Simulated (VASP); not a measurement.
# TiTe2 (P-3m1) in VASP: further runs

TiTe2 is run at these levels: PBEsol; tasks: single point.

Everything below comes from runs of VASP 6.6.1. Logs are shortened: lines on timing, memory, paths and dates and some standing lists are left out, and cuts for length are marked.

## Step 1: The cell of the first run

Symmetry: P-3m1, No. 164, trigonal system. The conventional cell has a = 3.739 Å, b = 3.739 Å, c = 6.432 Å, α = 90.00°, β = 90.00°, γ = 120.00°. Te (site symmetry 3m) has 3 Ti at 2.74 Å and 9 Te at 3.74 Å within 3.8 Å. Within 3.8 Å of Ti (site symmetry -3m) lie 6 Te at 2.74 Å and 6 Ti at 3.74 Å.

## Step 2: Single point, PBEsol

Contents of INCAR:

```
ALGO = Normal ; EDIFF = 1E-7
ENCUT = 520 ; GGA = PS
ISIF = 2 ; ISMEAR = 0
LASPH = T ; LCHARG = F
LREAL = F ; LWAVE = F
NBANDS = 19 ; NELM = 80
PREC = Accurate ; SIGMA = 0.02
```

Contents of KPOINTS:

```
k-points
0
Gamma
  12 12 6
```

Contents of POSCAR:

```
TiTe2
1.0
    3.7388458763      0.0000000000      0.0000000000
   -1.8694229381      3.2379355097      0.0000000000
    0.0000000000      0.0000000000      6.4323591485
Te Ti
2 1
Direct
    0.3333333333      0.6666666667      0.7372000000
    0.6666666667      0.3333333333      0.2628000000
    0.0000000000      0.0000000000      0.0000000000
```

Potentials or basis: VASP PAW PBE potentials, release 64 (Te, Ti_sv).

Run with:

```bash
$ cat potpaw_PBE.64/Te/POTCAR potpaw_PBE.64/Ti_sv/POTCAR > POTCAR
$ mpirun -np 1 vasp_std > vasp.out
```

OUTCAR:

```text
EDIFF = 1E-7
   ENCUT = 520
   GGA = PS
   ISIF = 2
   ISMEAR = 0
   LASPH = T
   LREAL = F
   NELM = 80
   PREC = Accurate

 ion  position               nearest neighbor table
   1  0.333  0.667  0.737-   3 2.74   3 2.74   3 2.74
   2  0.667  0.333  0.263-   3 2.74   3 2.74   3 2.74
   3  0.000  0.000  0.000-   1 2.74   2 2.74   1 2.74   2 2.74   2 2.74   1 2.74

  LATTYP: Found a hexagonal cell.
 ALAT       =     3.7388458763
 C/A-ratio  =     1.7204130262

  Lattice vectors:

 A1 = (   3.7388458763,   0.0000000000,   0.0000000000)
 A2 = (  -1.8694229381,   3.2379355097,   0.0000000000)
 A3 = (   0.0000000000,   0.0000000000,   6.4323591485)

Analysis of symmetry for initial positions (statically):
=====================================================================
 Subroutine PRICEL returns:
 Original cell was already a primitive cell.

 Routine SETGRP: Setting up the symmetry group for a
 hexagonal supercell.

 Subroutine GETGRP returns: Found 12 space group operations
 (whereof 12 operations were pure point group operations)
 out of a pool of 24 trial point group operations.

The static configuration has the point symmetry D_3d.

Analysis of symmetry for dynamics (positions and initial velocities):
=====================================================================
 Subroutine PRICEL returns:
 Original cell was already a primitive cell.

 Routine SETGRP: Setting up the symmetry group for a
 hexagonal supercell.

 Subroutine GETGRP returns: Found 12 space group operations
 (whereof 12 operations were pure point group operations)
 out of a pool of 24 trial point group operations.

The dynamic configuration has the point symmetry D_3d.

 Subroutine INISYM returns: Found 12 space group operations
 (whereof 12 operations are pure point group operations),
 and found     1 'primitive' translations

----------------------------------------------------------------------------------------

                                     Primitive cell

  volume of cell :      77.8711

  direct lattice vectors                    reciprocal lattice vectors
     3.738845876  0.000000000  0.000000000     0.267462215  0.154419382  0.000000000
    -1.869422938  3.237935510  0.000000000     0.000000000  0.308838764  0.000000000
     0.000000000  0.000000000  6.432359148     0.000000000  0.000000000  0.155463956

  length of vectors
     3.738845876  3.738845876  6.432359148     0.308838764  0.308838764  0.155463956

  position of ions in fractional coordinates (direct lattice)
     0.333333333  0.666666667  0.737200000
     0.666666667  0.333333333  0.262800000
     0.000000000  0.000000000  0.000000000

  ion indices of the primitive-cell ions
   primitive index   ion index
                 1           1
                 2           2
                 3           3

----------------------------------------------------------------------------------------

 KPOINTS: k-points

Automatic generation of k-mesh.
 Grid dimensions read from file:
 generate k-points for:   12   12    6

 Generating k-lattice:

  Cartesian coordinates                     Fractional coordinates (reciprocal lattice)
     0.022288518  0.012868282  0.000000000     0.083333333  0.000000000  0.000000000
     0.000000000  0.025736564  0.000000000     0.000000000  0.083333333  0.000000000
     0.000000000  0.000000000  0.025910659     0.000000000  0.000000000  0.166666667

  Length of vectors
     0.025736564  0.025736564  0.025910659

  Shift w.r.t. Gamma in fractional coordinates (k-lattice)
     0.000000000  0.000000000  0.000000000

 Subroutine IBZKPT returns following result:
 ===========================================

 Found    100 irreducible k-points:

 Following reciprocal coordinates:
            Coordinates               Weight
  0.000000  0.000000  0.000000      1.000000
  0.083333  0.000000  0.000000      6.000000
  0.166667  0.000000  0.000000      6.000000
  0.250000  0.000000  0.000000      6.000000
  0.333333  0.000000  0.000000      6.000000
  0.416667  0.000000  0.000000      6.000000
[... 16 lines left out ...]
  0.166667  0.000000  0.166667      6.000000
  0.000000  0.166667  0.166667      6.000000
 [... further k-points ...]
   k-points           NKPTS =    100   k-points in BZ     NKDIM =    100   number of bands    NBANDS=     19
   number of dos      NEDOS =    301   number of ions     NIONS =      3
   total plane-waves  NPLWV =  37632
   dimension x,y,z NGX =    28 NGY =   28 NGZ =   48
   dimension x,y,z NGXF=    56 NGYF=   56 NGZF=   96
   ions per type =               2   1
   NGX,Y,Z   is equivalent  to a cutoff of  12.45, 12.45, 12.41 a.u.
   NGXF,Y,Z  is equivalent  to a cutoff of  24.90, 24.90, 24.81 a.u.
 SYSTEM =  unknown system
   PREC   = accura    normal or accurate (medium, high low for compatibility)
   ISTART =      0    job   : 0-new  1-cont  2-samecut
   ICHARG =      2    charge: 1-file 2-atom 10-const
   ISPIN  =      1    spin polarized calculation?
   LNONCOLLINEAR =      F non collinear calculations
   LSORBIT =      F    spin-orbit coupling
   LASPH  =      T    aspherical Exc in radial PAW
   ENCUT  =  520.0 eV  38.22 Ry    6.18 a.u.   6.95  6.95 11.96*2*pi/ulx,y,z
   NELM   =     80;   NELMIN=  2; NELMDL= -5     # of ELM steps
   EDIFF  = 0.1E-06   stopping-criterion for ELM
   LREAL  =      F    real-space projection
   EDIFFG = 0.1E-05   stopping-criterion for IOM
   NSW    =      0    number of steps for IOM
   IBRION =     -1    ionic relax: 0-MD 1-quasi-New 2-CG
   NFREE  =      0    steps in history (QN), initial steepest desc. (CG)
   ISIF   =      2    stress and relaxation
   ISYM   =      2    0-nonsym 1-usesym 2-fastsym
   POTIM  = 0.5000    time-step for ionic-motion
   TEBEG  =    0.0;   TEEND  =   0.0 temperature during run
   PSTRESS=    0.0 pullay stress
   NELECT =      24.0000    total number of electrons
   NUPDOWN=      -1.0000    fix difference up-down
   EMIN   =  10.00;   EMAX   =-10.00  energy-range for DOS
   EFERMI =   0.00;   METHOD = LEGACY
   ISMEAR =     0;   SIGMA  =   0.02  broadening in eV -4-tet -1-fermi 0-gaus
   EFERMI_NEDOS =   21; number of points for ismear=-14 and -15
   IALGO  =     38    algorithm
   IMIX   =      4    mixing-type and parameters
     AMIX     =   0.40;   BMIX     =  1.00
     AMIX_MAG =   1.60;   BMIX_MAG =  1.00
  volume/ion in A,a.u.               =      25.96       175.17
  Fermi-wavevector in a.u.,A,eV,Ry     =   1.105825  2.089707 16.637882  1.222850
  Thomas-Fermi vector in A             =   2.242318
   LORBIT       =      0    0 simple, 1 ext, 2 COOP (PROOUT), +10 PAW based schemes
   GGA     = PS    functional components
   LHFCALC =     F    Hartree Fock is set to
   AEXX    =    0.0000 exact exchange contribution
   IVDW    =     0    specifies the selected vdW correction
   LEPSILON=     F    determine dielectric tensor
   LRPA    =     F    only Hartree local field effects (RPA)
 non-spin polarized calculation
 Gauss-broadening in eV      SIGMA  =   0.02
  energy-cutoff  :      520.00
  volume of cell :       77.87
 maximum number of plane-waves:      2110
   NGX = 13   NGY = 13   NGZ = 23

 number of electron      23.9999996 magnetization

 Free energy of the ion-electron system (eV)
  ---------------------------------------------------
  ext. energy  EPLUGINS =         0.00000000
  ---------------------------------------------------
  free energy    TOTEN  =       -17.53238485 eV

  energy without entropy =      -17.53208675  energy(sigma->0) =      -17.53223580

 E-fermi :   7.0765     XC(G=0): -10.1420

 val. band max:        7.0745767792   @ k =   0.2500   0.0000   0.1667
 cond. band min:       7.0768907073   @ k =   0.4167   0.0000   0.0000
 fundamental gap:      0.0023139280
 Fermi energy:         7.0764976289

 k-point     1 :       0.0000    0.0000    0.0000
  band No.  band energies     occupation
      1     -50.1171      2.00000
      2     -26.4840      2.00000
      3     -26.4840      2.00000
      4     -26.4462      2.00000
      5      -5.5499      2.00000
      6      -3.9467      2.00000
[... 11 lines left out ...]
     18      12.1488      0.00000
     19      13.1503      0.00000

 k-point     2 :       0.0833    0.0000    0.0000
  band No.  band energies     occupation
      1     -50.1169      2.00000
      2     -26.4874      2.00000
      3     -26.4848      2.00000
      4     -26.4454      2.00000
      5      -5.4691      2.00000
      6      -3.9052      2.00000
[... 11 lines left out ...]
     18      12.7323      0.00000
     19      13.5661      0.00000

 k-point     3 :       0.1667    0.0000    0.0000
  band No.  band energies     occupation
      1     -50.1162      2.00000
      2     -26.4965      2.00000
      3     -26.4869      2.00000
      4     -26.4433      2.00000
      5      -5.2332      2.00000
      6      -3.7890      2.00000
[... 11 lines left out ...]
     18      13.1522      0.00000
     19      14.1414      0.00000

 k-point     4 :       0.2500    0.0000    0.0000
  band No.  band energies     occupation
      1     -50.1153      2.00000
      2     -26.5089      2.00000
      3     -26.4897      2.00000
      4     -26.4403      2.00000
      5      -4.8646      2.00000
      6      -3.6264      2.00000
[... 11 lines left out ...]
     18      12.8100      0.00000
     19      13.6424      0.00000

 k-point     5 :       0.3333    0.0000    0.0000
  band No.  band energies     occupation
      1     -50.1144      2.00000
      2     -26.5212      2.00000
      3     -26.4925      2.00000
      4     -26.4374      2.00000
      5      -4.4089      2.00000
      6      -3.4731      2.00000
[... 11 lines left out ...]
     18      12.5949      0.00000
     19      12.9606      0.00000
[... 334 lines left out ...]
      2     -26.4874      2.00000
      3     -26.4848      2.00000
      4     -26.4455      2.00000
      5      -5.3942      2.00000
      6      -4.0526      2.00000
[... 11 lines left out ...]
     18      12.7706      0.00000
     19      14.0182      0.00000

 k-point    22 :       0.0000    0.0833    0.1667
  band No.  band energies     occupation
      1     -50.1169      2.00000
      2     -26.4874      2.00000
      3     -26.4848      2.00000
      4     -26.4455      2.00000
      5      -5.3935      2.00000
      6      -4.0541      2.00000
[... 11 lines left out ...]
     18      12.7954      0.00000
     19      14.0031      0.00000

 k-point    23 :       0.1667    0.0000    0.1667
  band No.  band energies     occupation
      1     -50.1162      2.00000
      2     -26.4965      2.00000
      3     -26.4869      2.00000
      4     -26.4433      2.00000
      5      -5.1643      2.00000
      6      -3.9164      2.00000
[... 11 lines left out ...]
     18      12.9396      0.00000
     19      13.8749      0.00000

 k-point    24 :       0.0000    0.1667    0.1667
  band No.  band energies     occupation
      1     -50.1162      2.00000
      2     -26.4965      2.00000
      3     -26.4869      2.00000
      4     -26.4433      2.00000
      5      -5.1585      2.00000
      6      -3.9281      2.00000
[... 11 lines left out ...]
     18      13.3886      0.00000
     19      13.9920      0.00000

 [... further k-points ...]
[... 5 lines left out ...]
  --------------------------------------------------------------------------------------
  -------------------------------------------------------------------------------------
  Total       -0.3582497     -0.3582497      0.2944589     -0.0000000      0.0000000      0.0000000
  in kB       -7.3708978     -7.3708978      6.0584186     -0.0000000      0.0000000      0.0000000
  external PRESSURE =      -2.8944590 kB  Pullay stress =       0.0000000 kB

 VOLUME and BASIS-vectors are now :
 -----------------------------------------------------------------------------
  energy-cutoff  :      520.00
  volume of cell :       77.87
      direct lattice vectors                 reciprocal lattice vectors
     3.738845876  0.000000000  0.000000000     0.267462215  0.154419382  0.000000000
    -1.869422938  3.237935510  0.000000000     0.000000000  0.308838764  0.000000000
     0.000000000  0.000000000  6.432359148     0.000000000  0.000000000  0.155463956

 POSITION                                       TOTAL-FORCE (eV/Angst)
 -----------------------------------------------------------------------------------
     -0.00000      2.15862      4.74194         0.000000      0.000000     -0.174533
      1.86942      1.07931      1.69042        -0.000000     -0.000000      0.174533
      0.00000      0.00000      0.00000        -0.000000      0.000000      0.000000
 -----------------------------------------------------------------------------------
    total drift:                                0.000000     -0.000000      0.000000

  FREE ENERGIE OF THE ION-ELECTRON SYSTEM (eV)
  ---------------------------------------------------
  free  energy   TOTEN  =       -17.5323848485 eV

  energy  without entropy=      -17.5320867509  energy(sigma->0) =      -17.53223580
```

It took 3.6 min on 1 thread of Intel Xeon 8259CL, shared host; peak memory 0.29 GiB.

Results:

- Free energy: -17.5324 eV
- Pressure: -0.3 GPa
- Largest force: 0.175 eV/Å
- Band gap on the k mesh: zero (bands 12 and 13 overlap by 0.73 eV)

Forces on the atoms (eV/Å):
```
Te   0.000  0.000 -0.175
Te   0.000  0.000  0.175
Ti   0.000  0.000  0.000
```

Caveat: the PAW data sets were made with another functional, which shifts forces and pressure a little; spin-orbit coupling is left out, which moves the levels of the heavy elements; this functional lacks dispersion, which binds the layers, so the pressure and a relaxed spacing across them are unreliable.

## Step 3: Single point, PBEsol

This run uses another cell than the first one, of 26.76 Å³/atom.

Contents of INCAR:

```
  PREC = Accurate
  ENCUT = 520
  EDIFF = 1E-7
  ISMEAR = 0
  SIGMA = 0.02
  LREAL = False
  LASPH = True
  NELM = 60
  ALGO = Normal
  ISIF = 2
  LWAVE = False
  LCHARG = False
  GGA = PS
  NBANDS = 19
```

Contents of KPOINTS:

```
Automatic mesh
0
Gamma
  12 12 6
```

Contents of POSCAR:

```
TiTe2
1.0
    3.7770000000      0.0000000000      0.0000000000
   -1.8885000000      3.2709779501      0.0000000000
    0.0000000000      0.0000000000      6.4980000000
Te Ti
2 1
Direct
    0.3333333333      0.6666666667      0.7372000000
    0.6666666667      0.3333333333      0.2628000000
    0.0000000000      0.0000000000      0.0000000000
```

Potentials or basis: VASP PAW PBE potentials, release 64 (Te, Ti_sv).

Run with:

```bash
$ cat potpaw_PBE.64/Te/POTCAR potpaw_PBE.64/Ti_sv/POTCAR > POTCAR
$ mpirun -np 1 vasp_std > vasp.out
```

It took 3.2 min on 1 thread of Intel Xeon 8259CL, shared host; peak memory 0.29 GiB.

The run converged. Its results:

```yaml
Free_energy: -17.5134 eV
Pressure: -2.2 GPa
Largest_force: 0.090 eV/Å
Band_gap_on_the_k_mesh: zero (bands 12 and 13 overlap by 0.68 eV)
```

Forces on the atoms (eV/Å):
```
Te   0.000  0.000  0.090
Te   0.000  0.000 -0.090
Ti   0.000  0.000  0.000
```

Stress tensor (GPa, compression positive):
```
-2.59  0.00  0.00
 0.00 -2.59  0.00
 0.00  0.00 -1.52
```

Levels at points of the mesh, in eV from the Fermi level:
| k point | band 10 | band 11 | band 12 | band 13 | band 14 | band 15 |
| --- | --- | --- | --- | --- | --- | --- |
| (0.00, 0.00, 0.00) | 0.30 | 0.35 | 0.35 | 0.56 | 1.05 | 1.05 |
| (0.50, 0.00, 0.00) | -2.44 | -1.77 | -1.17 | -0.02 | 1.10 | 1.43 |
| (0.00, 0.00, 0.50) | -1.63 | 0.34 | 0.34 | 0.73 | 0.73 | 0.98 |
| (0.50, 0.00, 0.50) | -2.05 | -1.00 | -0.64 | -0.32 | 1.10 | 1.41 |

Caveat: the PAW data sets were made with another functional, which shifts forces and pressure a little; spin-orbit coupling is left out, which moves the levels of the heavy elements; this functional lacks dispersion, which binds the layers, so the pressure and a relaxed spacing across them are unreliable.
